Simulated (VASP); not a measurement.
# AlN (F-43m) in VASP: a series of runs

Runs on AlN. Level: PBEsol. Tasks: single point.

Program: VASP 6.6.1. These are calculated values, not measurements. Logs are shortened: lines on timing, memory, paths and dates and some standing lists are left out, and cuts for length are marked.

## 1. The cell of the first run

Symmetry: F-43m, No. 216, cubic system. The conventional cell has a = 4.370 Å, b = 4.370 Å, c = 4.370 Å, α = 90.00°, β = 90.00°, γ = 90.00°. Within 2.5 Å of Al (site symmetry -43m) lie 4 N at 1.89 Å. N (site symmetry -43m) has 4 Al at 1.89 Å within 2.5 Å.

## 2. Single point, PBEsol

Contents of INCAR:

```
PREC = Accurate
ENCUT = 600
EDIFF = 1E-6
ISMEAR = -1
SIGMA = 0.5
LREAL = False
LASPH = True
NELM = 120
ALGO = Normal
ISIF = 2
LWAVE = False
LCHARG = False
GGA = PS
NBANDS = 11
GGA_COMPAT = False
```

Contents of KPOINTS:

```
Automatic mesh
0
Gamma
  8 8 8
```

Contents of POSCAR:

```
AlN
1.0
    0.0000000000      2.1848764208      2.1848764208
    2.1848764208      0.0000000000      2.1848764208
    2.1848764208      2.1848764208      0.0000000000
Al N
1 1
Direct
    0.0000000000      0.0000000000      0.0000000000
    0.2500000000      0.2500000000      0.2500000000
```

Potentials or basis: VASP PAW PBE potentials, release 64 (Al, N).

Launch:

```console
$ cat potpaw_PBE.64/Al/POTCAR potpaw_PBE.64/N/POTCAR > POTCAR
$ mpirun -np 1 vasp_std > vasp.out
```

OUTCAR:

```text
PREC = Accurate
   ENCUT = 600
   EDIFF = 1E-6
   ISMEAR = -1
   LREAL = False
   LASPH = True
   NELM = 120
   ISIF = 2
   GGA = PS

 ion  position               nearest neighbor table
   1  0.000  0.000  0.000-   2 1.89   2 1.89   2 1.89   2 1.89
   2  0.250  0.250  0.250-   1 1.89   1 1.89   1 1.89   1 1.89

  LATTYP: Found a face centered cubic cell.
 ALAT       =     4.3697528416

  Lattice vectors:

 A1 = (   0.0000000000,   2.1848764208,   2.1848764208)
 A2 = (   2.1848764208,   0.0000000000,   2.1848764208)
 A3 = (   2.1848764208,   2.1848764208,   0.0000000000)

Analysis of symmetry for initial positions (statically):
=====================================================================
 Subroutine PRICEL returns:
 Original cell was already a primitive cell.

 Routine SETGRP: Setting up the symmetry group for a
 face centered cubic supercell.

 Subroutine GETGRP returns: Found 24 space group operations
 (whereof 24 operations were pure point group operations)
 out of a pool of 48 trial point group operations.

The static configuration has the point symmetry T_d .

Analysis of symmetry for dynamics (positions and initial velocities):
=====================================================================
 Subroutine PRICEL returns:
 Original cell was already a primitive cell.

 Routine SETGRP: Setting up the symmetry group for a
 face centered cubic supercell.

 Subroutine GETGRP returns: Found 24 space group operations
 (whereof 24 operations were pure point group operations)
 out of a pool of 48 trial point group operations.

The dynamic configuration has the point symmetry T_d .

 Subroutine INISYM returns: Found 24 space group operations
 (whereof 24 operations are pure point group operations),
 and found     1 'primitive' translations

----------------------------------------------------------------------------------------

                                     Primitive cell

  volume of cell :      20.8598

  direct lattice vectors                    reciprocal lattice vectors
     0.000000000  2.184876421  2.184876421    -0.228845895  0.228845895  0.228845895
     2.184876421  0.000000000  2.184876421     0.228845895 -0.228845895  0.228845895
     2.184876421  2.184876421  0.000000000     0.228845895  0.228845895 -0.228845895

  length of vectors
     3.089881866  3.089881866  3.089881866     0.396372717  0.396372717  0.396372717

  position of ions in fractional coordinates (direct lattice)
     0.000000000  0.000000000  0.000000000
     0.250000000  0.250000000  0.250000000

  ion indices of the primitive-cell ions
   primitive index   ion index
                 1           1
                 2           2

----------------------------------------------------------------------------------------

 KPOINTS: Automatic mesh

Automatic generation of k-mesh.
 Grid dimensions read from file:
 generate k-points for:    8    8    8

 Generating k-lattice:

  Cartesian coordinates                     Fractional coordinates (reciprocal lattice)
    -0.028605737  0.028605737  0.028605737     0.125000000  0.000000000  0.000000000
     0.028605737 -0.028605737  0.028605737     0.000000000  0.125000000  0.000000000
     0.028605737  0.028605737 -0.028605737     0.000000000  0.000000000  0.125000000

  Length of vectors
     0.049546590  0.049546590  0.049546590

  Shift w.r.t. Gamma in fractional coordinates (k-lattice)
     0.000000000  0.000000000  0.000000000

 Subroutine IBZKPT returns following result:
 ===========================================

 Found     29 irreducible k-points:

 Following reciprocal coordinates:
            Coordinates               Weight
  0.000000  0.000000  0.000000      1.000000
  0.125000  0.000000  0.000000      8.000000
  0.250000  0.000000  0.000000      8.000000
  0.375000  0.000000  0.000000      8.000000
  0.500000  0.000000  0.000000      4.000000
  0.125000  0.125000  0.000000      6.000000
[... 16 lines left out ...]
  0.500000  0.250000  0.125000     48.000000
 -0.375000  0.250000  0.125000     24.000000
 [... further k-points ...]
   k-points           NKPTS =     29   k-points in BZ     NKDIM =     29   number of bands    NBANDS=     11
   number of dos      NEDOS =    301   number of ions     NIONS =      2
   total plane-waves  NPLWV =  21952
   dimension x,y,z NGX =    28 NGY =   28 NGZ =   28
   dimension x,y,z NGXF=    56 NGYF=   56 NGZF=   56
   ions per type =               1   1
   NGX,Y,Z   is equivalent  to a cutoff of  15.06, 15.06, 15.06 a.u.
   NGXF,Y,Z  is equivalent  to a cutoff of  30.13, 30.13, 30.13 a.u.
 SYSTEM =  unknown system
   PREC   = accura    normal or accurate (medium, high low for compatibility)
   ISTART =      0    job   : 0-new  1-cont  2-samecut
   ICHARG =      2    charge: 1-file 2-atom 10-const
   ISPIN  =      1    spin polarized calculation?
   LNONCOLLINEAR =      F non collinear calculations
   LSORBIT =      F    spin-orbit coupling
   LASPH  =      T    aspherical Exc in radial PAW
   ENCUT  =  600.0 eV  44.10 Ry    6.64 a.u.   6.17  6.17  6.17*2*pi/ulx,y,z
   NELM   =    120;   NELMIN=  2; NELMDL= -5     # of ELM steps
   EDIFF  = 0.1E-05   stopping-criterion for ELM
   LREAL  =      F    real-space projection
   EDIFFG = 0.1E-04   stopping-criterion for IOM
   NSW    =      0    number of steps for IOM
   IBRION =     -1    ionic relax: 0-MD 1-quasi-New 2-CG
   NFREE  =      0    steps in history (QN), initial steepest desc. (CG)
   ISIF   =      2    stress and relaxation
   ISYM   =      2    0-nonsym 1-usesym 2-fastsym
   POTIM  = 0.5000    time-step for ionic-motion
   TEBEG  =    0.0;   TEEND  =   0.0 temperature during run
   PSTRESS=    0.0 pullay stress
   NELECT =       8.0000    total number of electrons
   NUPDOWN=      -1.0000    fix difference up-down
   EMIN   =  10.00;   EMAX   =-10.00  energy-range for DOS
   EFERMI =   0.00;   METHOD = LEGACY
   ISMEAR =    -1;   SIGMA  =   0.50  broadening in eV -4-tet -1-fermi 0-gaus
   EFERMI_NEDOS =   21; number of points for ismear=-14 and -15
   IALGO  =     38    algorithm
   IMIX   =      4    mixing-type and parameters
     AMIX     =   0.40;   BMIX     =  1.00
     AMIX_MAG =   1.60;   BMIX_MAG =  1.00
  volume/ion in A,a.u.               =      10.43        70.38
  Fermi-wavevector in a.u.,A,eV,Ry     =   1.189418  2.247675 19.248378  1.414716
  Thomas-Fermi vector in A             =   2.325526
   LORBIT       =      0    0 simple, 1 ext, 2 COOP (PROOUT), +10 PAW based schemes
   GGA     = PS    functional components
   LHFCALC =     F    Hartree Fock is set to
   AEXX    =    0.0000 exact exchange contribution
   IVDW    =     0    specifies the selected vdW correction
   LEPSILON=     F    determine dielectric tensor
   LRPA    =     F    only Hartree local field effects (RPA)
 non-spin polarized calculation
  energy-cutoff  :      600.00
  volume of cell :       20.86
 maximum number of plane-waves:       725
 NGX is ok and might be reduce to    28
   NGX = 13   NGY = 13   NGZ = 13

 number of electron       7.9999999 magnetization

 Free energy of the ion-electron system (eV)
  ---------------------------------------------------
  ext. energy  EPLUGINS =         0.00000000
  ---------------------------------------------------
  free energy    TOTEN  =       -15.61925557 eV

  energy without entropy =      -15.58061895  energy(sigma->0) =      -15.59993726

 E-fermi :   8.1263     XC(G=0): -11.1267

 val. band max:        5.8563969543   @ k =   0.0000   0.0000   0.0000
 cond. band min:       9.0514285844   @ k =   0.5000   0.5000   0.0000
 fundamental gap:      3.1950316301
 Fermi energy:         8.1262896116

 k-point     1 :       0.0000    0.0000    0.0000
  band No.  band energies     occupation
      1      -9.0932      2.00000
      2       5.8564      1.97887
      3       5.8564      1.97887
      4       5.8564      1.97887
      5       9.9830      0.04762
      6      18.3215      0.00000
      7      18.3215      0.00000
      8      18.3215      0.00000
      9      23.4425      0.00000
     10      23.4425      0.00000
     11      24.7924      0.00000

 k-point     2 :       0.1250    0.0000    0.0000
  band No.  band energies     occupation
      1      -8.8637      2.00000
      2       4.6660      1.99803
      3       5.7775      1.98193
      4       5.7775      1.98193
      5      10.9280      0.00734
      6      17.7446      0.00000
      7      18.4940      0.00000
      8      18.4940      0.00000
      9      21.8843      0.00000
     10      21.8843      0.00000
     11      23.7225      0.00000

 k-point     3 :       0.2500    0.0000    0.0000
  band No.  band energies     occupation
      1      -8.2333      2.00000
      2       2.5727      1.99997
      3       5.5998      1.98730
      4       5.5998      1.98730
      5      12.2364      0.00054
      6      16.7255      0.00000
      7      18.0802      0.00000
      8      18.0802      0.00000
      9      22.0139      0.00000
     10      22.0139      0.00000
     11      22.9260      0.00000

 k-point     4 :       0.3750    0.0000    0.0000
  band No.  band energies     occupation
      1      -7.4331      2.00000
      2       0.7374      2.00000
      3       5.4380      1.99080
      4       5.4380      1.99080
      5      12.9448      0.00013
      6      15.9323      0.00000
      7      17.2326      0.00000
      8      17.2326      0.00000
      9      23.2236      0.00000
     10      24.0424      0.00000
     11      24.0424      0.00000
[... 239 lines left out ...]
 k-point    22 :       0.3750    0.2500    0.1250
  band No.  band energies     occupation
      1      -7.7258      2.00000
      2       2.2693      1.99998
      3       4.3660      1.99892
      4       5.2502      1.99367
      5      12.5760      0.00027
      6      16.2812      0.00000
      7      16.5977      0.00000
      8      19.0359      0.00000
      9      20.3951      0.00000
     10      24.8527      0.00000
     11      27.3508      0.00000

 k-point    23 :       0.5000    0.2500    0.1250
  band No.  band energies     occupation
      1      -7.0348      2.00000
      2       1.1992      2.00000
      3       3.7691      1.99967
      4       4.9183      1.99673
      5      12.7980      0.00018
      6      15.3894      0.00000
      7      17.2944      0.00000
      8      18.6373      0.00000
      9      21.7809      0.00000
     10      25.3735      0.00000
     11      27.4831      0.00000

 k-point    24 :      -0.3750    0.2500    0.1250
  band No.  band energies     occupation
      1      -6.6900      2.00000
      2       0.6719      2.00000
      3       3.6142      1.99976
      4       4.7295      1.99776
      5      12.8493      0.00016
      6      15.0071      0.00000
      7      17.9263      0.00000
      8      18.4433      0.00000
      9      22.9154      0.00000
     10      24.4944      0.00000
     11      27.7456      0.00000

 [... further k-points ...]
[... 5 lines left out ...]
  --------------------------------------------------------------------------------------
  -------------------------------------------------------------------------------------
  Total        0.1341126      0.1341126      0.1341126      0.0000000      0.0000000      0.0000000
  in kB       10.3007670     10.3007670     10.3007670      0.0000000      0.0000000      0.0000000
  external PRESSURE =      10.3007670 kB  Pullay stress =       0.0000000 kB

 VOLUME and BASIS-vectors are now :
 -----------------------------------------------------------------------------
  energy-cutoff  :      600.00
  volume of cell :       20.86
      direct lattice vectors                 reciprocal lattice vectors
     0.000000000  2.184876421  2.184876421    -0.228845895  0.228845895  0.228845895
     2.184876421  0.000000000  2.184876421     0.228845895 -0.228845895  0.228845895
     2.184876421  2.184876421  0.000000000     0.228845895  0.228845895 -0.228845895

 POSITION                                       TOTAL-FORCE (eV/Angst)
 -----------------------------------------------------------------------------------
      0.00000      0.00000      0.00000         0.000000      0.000000      0.000000
      1.09244      1.09244      1.09244        -0.000000     -0.000000     -0.000000
 -----------------------------------------------------------------------------------
    total drift:                                0.000000      0.000000      0.000000

  FREE ENERGIE OF THE ION-ELECTRON SYSTEM (eV)
  ---------------------------------------------------
  free  energy   TOTEN  =       -15.6192555666 eV

  energy  without entropy=      -15.5806189532  energy(sigma->0) =      -15.59993726
```

It took 16 s on 1 thread of Intel Xeon 8259CL, shared host; peak memory 0.15 GiB.

What came out:

| Item | Value |
| --- | --- |
| Free energy | -15.6193 eV |
| Pressure | 1.0 GPa |
| Band gap on the k mesh | 3.19 eV, indirect (least direct gap 4.13 eV) |

Levels at points of the mesh, in eV from the valence-band top:
```
           k point  band 1  band 2  band 3  band 4  band 5  band 6  band 7  band 8  band 9
(0.00, 0.00, 0.00)  -14.95    0.00    0.00    0.00    4.13   12.47   12.47   12.47   17.59
(0.50, 0.00, 0.00)  -12.87   -5.90   -0.48   -0.48    7.28    9.76   11.04   11.04   17.82
(0.50, 0.50, 0.00)  -12.23   -4.94   -1.79   -1.79    3.19    8.48   13.86   15.62   15.62
```

Caveat: the PAW data sets were made with another functional, which shifts forces and pressure a little.

## 3. Single point, PBEsol

Contents of INCAR:

```
ALGO = Normal ; EDIFF = 1E-6
ENCUT = 600 ; GGA = PS
GGA_COMPAT = F ; ISIF = 2
ISMEAR = 1 ; LASPH = T
LCHARG = F ; LREAL = F
LWAVE = F ; NBANDS = 11
NELM = 120 ; PREC = Accurate
SIGMA = 0.05
```

Contents of KPOINTS:

```
k-points
0
Gamma
  8 8 8
```

POSCAR is that of step 2.

Potentials or basis: VASP PAW PBE potentials, release 64 (Al, N).

Launch:

```console
$ cat potpaw_PBE.64/Al/POTCAR potpaw_PBE.64/N/POTCAR > POTCAR
$ mpirun -np 1 vasp_std > vasp.out
```

Wall time 16 s (1 thread of Intel Xeon 8259CL, shared host); peak memory 0.15 GiB.

It converged, with:

- Free energy: -15.6124 eV
- Pressure: 0.9 GPa
- Band gap on the k mesh: 3.19 eV, indirect (least direct gap 4.12 eV)

Levels at points of the mesh, in eV from the valence-band top:
| k point | band 2 | band 3 | band 4 | band 5 | band 6 | band 7 |
| --- | --- | --- | --- | --- | --- | --- |
| (0.00, 0.00, 0.00) | 0.00 | 0.00 | 0.00 | 4.12 | 12.46 | 12.46 |
| (0.50, 0.00, 0.00) | -5.91 | -0.48 | -0.48 | 7.28 | 9.76 | 11.03 |
| (0.50, 0.50, 0.00) | -4.94 | -1.79 | -1.79 | 3.19 | 8.47 | 13.86 |

Caveat: the PAW data sets were made with another functional, which shifts forces and pressure a little. As with any semilocal functional, this PBEsol gap is likely too small.
